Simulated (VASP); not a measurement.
# GaP (F-43m) in VASP: a series of runs

GaP is run at these levels: PBE; tasks: density of states, vibrations by perturbation theory.

All numbers are computed with VASP 6.6.1; they aren't measurements. Logs are shortened: lines on timing, memory, paths and dates and some standing lists are left out, and cuts for length are marked.

## (1) The cell of the first run

It takes space group F-43m (No. 216, cubic). The conventional cell has a = 5.505 Å, b = 5.505 Å, c = 5.505 Å, α = 90.00°, β = 90.00°, γ = 90.00°. Ga (site symmetry -43m) has 4 P at 2.38 Å within 3.1 Å. P (site symmetry -43m) has 4 Ga at 2.38 Å within 3.1 Å.

## (2) Density of states, PBE

Contents of POSCAR:

```
GaP
1.0
    0.0000000000      2.7525368162      2.7525368162
    2.7525368162      0.0000000000      2.7525368162
    2.7525368162      2.7525368162      0.0000000000
Ga P
1 1
Direct
    0.0000000000      0.0000000000      0.0000000000
    0.2500000000      0.2500000000      0.2500000000
```

Contents of INCAR.step1:

```
SYSTEM = GaP
ALGO     = Normal         ! electronic algorithm
EDIFF    = 1E-7           ! SCF threshold, eV
ENCUT    = 520            ! plane-wave cutoff, eV
GGA      = PE             ! functional
ISIF     = 2              ! what is computed and relaxed
ISMEAR   = 0              ! smearing method
LASPH    = .True.         ! aspherical terms in the spheres
LCHARG   = .True.         ! write CHGCAR
LREAL    = .False.        ! projectors in reciprocal space
LWAVE    = .False.        ! write WAVECAR
NBANDS   = 16             ! bands
NELM     = 80             ! most SCF steps
PREC     = Accurate       ! precision mode
SIGMA    = 0.02           ! smearing width, eV
```

Contents of KPOINTS.step1:

```
k-points
0
Gamma
  8 8 8
  0 0 0
```

Contents of INCAR.step2:

```
SYSTEM = GaP
ALGO     = Normal         ! electronic algorithm
EDIFF    = 1E-7           ! SCF threshold, eV
ENCUT    = 520            ! plane-wave cutoff, eV
GGA      = PE             ! functional
ICHARG   = 11             ! starting density
ISIF     = 2              ! what is computed and relaxed
ISMEAR   = -5             ! smearing method
LASPH    = .True.         ! aspherical terms in the spheres
LCHARG   = .False.        ! write CHGCAR
LORBIT   = 11             ! projections on sites
LREAL    = .False.        ! projectors in reciprocal space
LWAVE    = .False.        ! write WAVECAR
NBANDS   = 16             ! bands
NEDOS    = 2001           ! points of the DOS
NELM     = 80             ! most SCF steps
PREC     = Accurate       ! precision mode
SIGMA    = 0.02           ! smearing width, eV
```

Contents of KPOINTS.step2:

```
k-points
0
Gamma
  12 12 12
  0 0 0
```

Potentials or basis: VASP PAW PBE potentials, release 64 (Ga_d, P).

Command:

```
$ cat potpaw_PBE.64/Ga_d/POTCAR potpaw_PBE.64/P/POTCAR > POTCAR
$ cp INCAR.step1 INCAR
$ cp KPOINTS.step1 KPOINTS
$ mpirun -np 1 vasp_std > vasp.out
$ cp INCAR.step2 INCAR
$ cp KPOINTS.step2 KPOINTS
$ mpirun -np 1 vasp_std > vasp.out
```

OUTCAR:

```text
SYSTEM = GaP
   EDIFF = 1E-7
   ENCUT = 520
   GGA = PE
   ICHARG = 11
   ISIF = 2
   ISMEAR = -5
   LASPH = .True.
   LORBIT = 11
   LREAL = .False.
   NELM = 80
   PREC = Accurate

 ion  position               nearest neighbor table
   1  0.000  0.000  0.000-   2 2.38   2 2.38   2 2.38   2 2.38
   2  0.250  0.250  0.250-   1 2.38   1 2.38   1 2.38   1 2.38

  LATTYP: Found a face centered cubic cell.
 ALAT       =     5.5050736324

  Lattice vectors:

 A1 = (   0.0000000000,   2.7525368162,   2.7525368162)
 A2 = (   2.7525368162,   0.0000000000,   2.7525368162)
 A3 = (   2.7525368162,   2.7525368162,   0.0000000000)

Analysis of symmetry for initial positions (statically):
=====================================================================
 Subroutine PRICEL returns:
 Original cell was already a primitive cell.

 Routine SETGRP: Setting up the symmetry group for a
 face centered cubic supercell.

 Subroutine GETGRP returns: Found 24 space group operations
 (whereof 24 operations were pure point group operations)
 out of a pool of 48 trial point group operations.

The static configuration has the point symmetry T_d .

Analysis of symmetry for dynamics (positions and initial velocities):
=====================================================================
 Subroutine PRICEL returns:
 Original cell was already a primitive cell.

 Routine SETGRP: Setting up the symmetry group for a
 face centered cubic supercell.

 Subroutine GETGRP returns: Found 24 space group operations
 (whereof 24 operations were pure point group operations)
 out of a pool of 48 trial point group operations.

The dynamic configuration has the point symmetry T_d .

 Subroutine INISYM returns: Found 24 space group operations
 (whereof 24 operations are pure point group operations),
 and found     1 'primitive' translations

----------------------------------------------------------------------------------------

                                     Primitive cell

  volume of cell :      41.7090

  direct lattice vectors                    reciprocal lattice vectors
     0.000000000  2.752536816  2.752536816    -0.181650613  0.181650613  0.181650613
     2.752536816  0.000000000  2.752536816     0.181650613 -0.181650613  0.181650613
     2.752536816  2.752536816  0.000000000     0.181650613  0.181650613 -0.181650613

  length of vectors
     3.892674896  3.892674896  3.892674896     0.314628091  0.314628091  0.314628091

[... 89 lines left out ...]
   ISYM   =      2    0-nonsym 1-usesym 2-fastsym
   POTIM  = 0.5000    time-step for ionic-motion
   TEBEG  =    0.0;   TEEND  =   0.0 temperature during run
   PSTRESS=    0.0 pullay stress
   NELECT =      18.0000    total number of electrons
   NUPDOWN=      -1.0000    fix difference up-down
   EMIN   =  10.00;   EMAX   =-10.00  energy-range for DOS
   EFERMI =   0.00;   METHOD = LEGACY
   ISMEAR =    -5;   SIGMA  =   0.02  broadening in eV -4-tet -1-fermi 0-gaus
   EFERMI_NEDOS =   21; number of points for ismear=-14 and -15
   IALGO  =     38    algorithm
   IMIX   =      4    mixing-type and parameters
     AMIX     =   0.40;   BMIX     =  1.00
     AMIX_MAG =   1.60;   BMIX_MAG =  1.00
  volume/ion in A,a.u.               =      20.85       140.73
  Fermi-wavevector in a.u.,A,eV,Ry     =   1.237150  2.337875 20.824279  1.530541
  Thomas-Fermi vector in A             =   2.371730
   LORBIT       =     11    0 simple, 1 ext, 2 COOP (PROOUT), +10 PAW based schemes
   GGA     = PE    functional components
   LHFCALC =     F    Hartree Fock is set to
   AEXX    =    0.0000 exact exchange contribution
   IVDW    =     0    specifies the selected vdW correction
   LEPSILON=     F    determine dielectric tensor
   LRPA    =     F    only Hartree local field effects (RPA)
 non-spin polarized calculation
 Fermi weights with tetrahedron method with Bloechl corrections
  energy-cutoff  :      520.00
  volume of cell :       41.71
 maximum number of plane-waves:      1158
 NGX is ok and might be reduce to    30

 number of electron      18.0000003 magnetization

 Free energy of the ion-electron system (eV)
  ---------------------------------------------------
  ext. energy  EPLUGINS =         0.00000000
  ---------------------------------------------------
  free energy    TOTEN  =        -9.12658969 eV

  energy without entropy =       -9.12658969  energy(sigma->0) =       -9.12658969

 E-fermi :   4.3545     XC(G=0):  -9.6972

 val. band max:        4.3525462365   @ k =   0.0000   0.0000   0.0000
 cond. band min:       5.9309260355   @ k =   0.0000   0.0000   0.0000
 fundamental gap:      1.5783797990
 Fermi energy:         4.3544965428

 k-point     1 :       0.0000    0.0000    0.0000
  band No.  band energies     occupation
      1     -10.1521      2.00000
      2     -10.1521      2.00000
      3     -10.1521      2.00000
      4     -10.0601      2.00000
      5     -10.0601      2.00000
      6      -7.9196      2.00000
[... 433 lines left out ...]
      3     -10.1204      2.00000
      4     -10.0597      2.00000
      5     -10.0547      2.00000
      6      -5.7397      2.00000
[... 8 lines left out ...]
     15      14.6357      0.00000
     16      16.2319      0.00000

 [... further k-points ...]

------------------------ aborting loop because EDIFF is reached ----------------------------------------

  FORCE on cell =-STRESS in cart. coord.  units (eV):
  Direction    XX          YY          ZZ          XY          YZ          ZX
  --------------------------------------------------------------------------------------
  -------------------------------------------------------------------------------------
  Total       -0.0602161     -0.0602161     -0.0602161      0.0000000      0.0000000     -0.0000000
  in kB       -2.3130966     -2.3130966     -2.3130966      0.0000000      0.0000000     -0.0000000
  external PRESSURE =      -2.3130966 kB  Pullay stress =       0.0000000 kB

 VOLUME and BASIS-vectors are now :
 -----------------------------------------------------------------------------
  energy-cutoff  :      520.00
  volume of cell :       41.71
      direct lattice vectors                 reciprocal lattice vectors
     0.000000000  2.752536816  2.752536816    -0.181650613  0.181650613  0.181650613
     2.752536816  0.000000000  2.752536816     0.181650613 -0.181650613  0.181650613
     2.752536816  2.752536816  0.000000000     0.181650613  0.181650613 -0.181650613

 POSITION                                       TOTAL-FORCE (eV/Angst)
 -----------------------------------------------------------------------------------
      0.00000      0.00000      0.00000         0.000000      0.000000      0.000000
      1.37627      1.37627      1.37627        -0.000000     -0.000000     -0.000000
 -----------------------------------------------------------------------------------
    total drift:                                0.000002      0.000002      0.000002

  FREE ENERGIE OF THE ION-ELECTRON SYSTEM (eV)
  ---------------------------------------------------
  free  energy   TOTEN  =        -9.1265896869 eV

  energy  without entropy=       -9.1265896869  energy(sigma->0) =       -9.12658969

 total charge

# of ion       s       p       d       tot
------------------------------------------
    1        0.860   0.817  10.006  11.683
    2        1.023   1.505   0.000   2.528
--------------------------------------------------
tot          1.883   2.322  10.006  14.211
```

Wall time 53 s (1 thread of Intel Xeon 6975P-C, shared host); peak memory 0.19 GiB.

What came out:

```
Valence electrons inside the program's atomic spheres : Ga 11.68; P 2.53
```

Levels at points of the mesh, in eV from the valence-band top:
| k point | band 5 | band 6 | band 7 | band 8 | band 9 | band 10 | band 11 | band 12 | band 13 | band 14 |
| --- | --- | --- | --- | --- | --- | --- | --- | --- | --- | --- |
| (0.00, 0.00, 0.00) | -14.41 | -12.27 | 0.00 | 0.00 | 0.00 | 1.58 | 3.89 | 3.89 | 3.89 | 8.68 |
| (0.50, 0.00, 0.00) | -14.41 | -10.30 | -6.47 | -1.07 | -1.07 | 1.58 | 4.73 | 4.73 | 8.22 | 10.68 |
| (0.50, 0.50, 0.00) | -14.39 | -9.44 | -6.62 | -2.58 | -2.58 | 1.71 | 1.85 | 10.37 | 10.37 | 10.93 |

## (3) Vibrations by perturbation theory, PBE

Contents of INCAR:

```
SYSTEM = GaP
  PREC = Accurate
  ENCUT = 520
  EDIFF = 1E-8
  ISMEAR = 0
  SIGMA = 0.01
  LREAL = .FALSE.
  LASPH = .TRUE.
  NELM = 60
  ALGO = Normal
  ISIF = 2
  LWAVE = .FALSE.
  LCHARG = .TRUE.
  GGA = PE
  NBANDS = 16
  IBRION = 8
  NSW = 1
  LEPSILON = .TRUE.
```

Contents of KPOINTS:

```
regular mesh
0
G
  8 8 8
  0 0 0
```

Contents of POSCAR:

```
GaP
1.0
    0.0000000000      2.7530369363      2.7530369363
    2.7530369363      0.0000000000      2.7530369363
    2.7530369363      2.7530369363      0.0000000000
Ga P
1 1
Direct
    0.0000000000      0.0000000000      0.0000000000
    0.2500000000      0.2500000000      0.2500000000
```

Potentials or basis: VASP PAW PBE potentials, release 64 (Ga_d, P).

Command:

```
$ cat potpaw_PBE.64/Ga_d/POTCAR potpaw_PBE.64/P/POTCAR > POTCAR
$ mpirun -np 1 vasp_std > vasp.out
```

OUTCAR:

```text
SYSTEM = GaP
   PREC = Accurate
   ENCUT = 520
   EDIFF = 1E-8
   ISMEAR = 0
   LREAL = .FALSE.
   LASPH = .TRUE.
   NELM = 60
   ISIF = 2
   GGA = PE
   IBRION = 8
   NSW = 1
   LEPSILON = .TRUE.

 ion  position               nearest neighbor table
   1  0.000  0.000  0.000-   2 2.38   2 2.38   2 2.38   2 2.38
   2  0.250  0.250  0.250-   1 2.38   1 2.38   1 2.38   1 2.38

  LATTYP: Found a face centered cubic cell.
 ALAT       =     5.5060738726

  Lattice vectors:

 A1 = (   0.0000000000,   2.7530369363,   2.7530369363)
 A2 = (   2.7530369363,   0.0000000000,   2.7530369363)
 A3 = (   2.7530369363,   2.7530369363,   0.0000000000)

Analysis of symmetry for initial positions (statically):
=====================================================================
 Subroutine PRICEL returns:
 Original cell was already a primitive cell.

 Routine SETGRP: Setting up the symmetry group for a
 face centered cubic supercell.

 Subroutine GETGRP returns: Found 24 space group operations
 (whereof 24 operations were pure point group operations)
 out of a pool of 48 trial point group operations.

The static configuration has the point symmetry T_d .

Analysis of symmetry for dynamics (positions and initial velocities):
=====================================================================
 Subroutine PRICEL returns:
 Original cell was already a primitive cell.

 Routine SETGRP: Setting up the symmetry group for a
 face centered cubic supercell.
[... 715 lines left out ...]

 PIEZOELECTRIC TENSOR (including local field effects)  for field in x, y, z        (C/m^2)
          XX          YY          ZZ          XY          YZ          ZX
  --------------------------------------------------------------------------------
  x    -0.00000    -0.00000    -0.00000     0.00000    -0.83101     0.00000
  y     0.00000    -0.00000     0.00000     0.00000     0.00000    -0.83101
  z     0.00000     0.00000    -0.00000    -0.83101     0.00000     0.00000

 BORN EFFECTIVE CHARGES (including local field effects) (in |e|, cummulative output)
 ---------------------------------------------------------------------------------
 ion    1
    1     2.27401    -0.00000     0.00000
    2     0.00000     2.27401     0.00000
    3     0.00000     0.00000     2.27401
 ion    2
    1    -2.27401     0.00000     0.00000
    2    -0.00000    -2.27401     0.00000
    3    -0.00000    -0.00000    -2.27401

 INTERNAL STRAIN TENSOR FOR ION    2 for displacements in x,y,z  (eV/Angst):
          X           Y           Z          XY          YZ          ZX
  --------------------------------------------------------------------------------
  x    -0.00000     0.00000     0.00000     0.00000    -6.29660     0.00000
  y    -0.00000     0.00000    -0.00000     0.00000     0.00000    -6.29660
  z     0.00000     0.00000    -0.00000    -6.29660     0.00000     0.00000

 SECOND DERIVATIVES (NOT SYMMETRIZED)
 ------------------------------------
               1X          1Y          1Z          2X          2Y          2Z
  1X    -9.332491    0.000000    0.000000    9.332491    0.000000    0.000000
  1Y     0.000000   -9.332491    0.000000    0.000000    9.332491    0.000000
  1Z     0.000000    0.000000   -9.332491    0.000000    0.000000    9.332491
  2X     9.311148    0.000000    0.000000   -9.311148    0.000000    0.000000
  2Y     0.000000    9.311148    0.000000    0.000000   -9.311148    0.000000
  2Z     0.000000    0.000000    9.311148    0.000000    0.000000   -9.311148

 Eigenvectors and eigenvalues of the dynamical matrix
 ----------------------------------------------------

   1 f  =   10.304503 THz    64.745101 2PiTHz  343.721216 cm-1    42.615980 meV
             X         Y         Z           dx          dy          dz
      0.000000  0.000000  0.000000     0.000000    0.555053    0.000000
      1.376518  1.376518  1.376518     0.000000   -0.831815    0.000000
[... 21 lines left out ...]
   6 f/i=    0.005446 THz     0.034220 2PiTHz    0.181667 cm-1     0.022524 meV
             X         Y         Z           dx          dy          dz
      0.000000  0.000000  0.000000     0.000000    0.000000    0.831815
      1.376518  1.376518  1.376518     0.000000    0.000000    0.555053

--------------------------------------------------------------------------------------------------------

 MACROSCOPIC STATIC DIELECTRIC TENSOR IONIC CONTRIBUTION
 ------------------------------------------------------
           2.405376     0.000000    -0.000000
           0.000000     2.405376    -0.000000
          -0.000000    -0.000000     2.405376
 ------------------------------------------------------

 ELASTIC MODULI CONTR FROM IONIC RELAXATION (kBar)
 Direction    XX          YY          ZZ          XY          YZ          ZX
 --------------------------------------------------------------------------------
 XX          -0.0000     -0.0000     -0.0000     -0.0000     -0.0000     -0.0000
 YY          -0.0000     -0.0000     -0.0000     -0.0000     -0.0000      0.0000
 ZZ          -0.0000     -0.0000     -0.0000     -0.0000     -0.0000     -0.0000
 XY          -0.0000     -0.0000     -0.0000   -161.3169      0.0000      0.0000
 YZ          -0.0000     -0.0000     -0.0000      0.0000   -161.3169     -0.0000
 ZX          -0.0000      0.0000     -0.0000      0.0000     -0.0000   -161.3169
 --------------------------------------------------------------------------------

 PIEZOELECTRIC TENSOR IONIC CONTR  for field in x, y, z        (C/m^2)
          XX          YY          ZZ          XY          YZ          ZX
  --------------------------------------------------------------------------------
  x     0.00000     0.00000     0.00000    -0.00000     0.58614     0.00000
  y     0.00000    -0.00000     0.00000    -0.00000     0.00000     0.58614
  z     0.00000     0.00000     0.00000     0.58614    -0.00000    -0.00000
```

stdout:

```text
POSCAR found type information on POSCAR GaP
 POSCAR found :  2 types and       2 ions
 scaLAPACK will be used
 LDA part: xc-table for (Slater+PW92), standard interpolation
 POSCAR, INCAR and KPOINTS ok, starting setup
 FFT: planning ... GRIDC
 FFT: planning ... GRID_SOFT
 FFT: planning ... GRID
 WAVECAR not read
 entering main loop
[... 23 lines left out ...]
  Direction:   3
 dielectric tensor                  component  3 :     2.783     2.380    11.610
 Linear response DOF=           2
 Linear response progress:
 first order change of Fermi-energy   0.13345E+00
 force on displaced ion       1 direction 1 :  -9.332  -0.000  -0.000
 Born effective charge ion    1 direction 1 :   2.212   0.000   0.000
 Linear response progress:
 first order change of Fermi-energy  -0.13208E+00
 force on displaced ion       2 direction 1 :  -9.311  -0.000  -0.000
 Born effective charge ion    2 direction 1 :  -2.342   0.000   0.000
 Born effective charges drift removed
 Linear response finished
```

It took 10 min on 1 thread of Intel Xeon 6975P-C, shared host; peak memory 0.31 GiB.

What came out:

```yaml
Electronic_dielectric_tensor_diagonal: 11.61
Born_charges_mean_of_the_diagonal: Ga +2.27; P -2.27 e
Highest_phonon_frequency_at_Γ_LO-TO_splitting_left_out: 344 cm⁻¹
```

Phonon frequencies in cm⁻¹ (negative: imaginary):
```csv
q point,frequencies
"(0.000, 0.000, 0.000)",0 0 0 344 344 344
```

Electronic dielectric tensor:
```
11.61  0.00  0.00
 0.00 11.61  0.00
 0.00  0.00 11.61
```

Born effective charge tensors (e):
atom 1, Ga
```
2.27 0.00 0.00
0.00 2.27 0.00
0.00 0.00 2.27
```
atom 2, P
```
-2.27  0.00  0.00
 0.00 -2.27  0.00
 0.00  0.00 -2.27
```
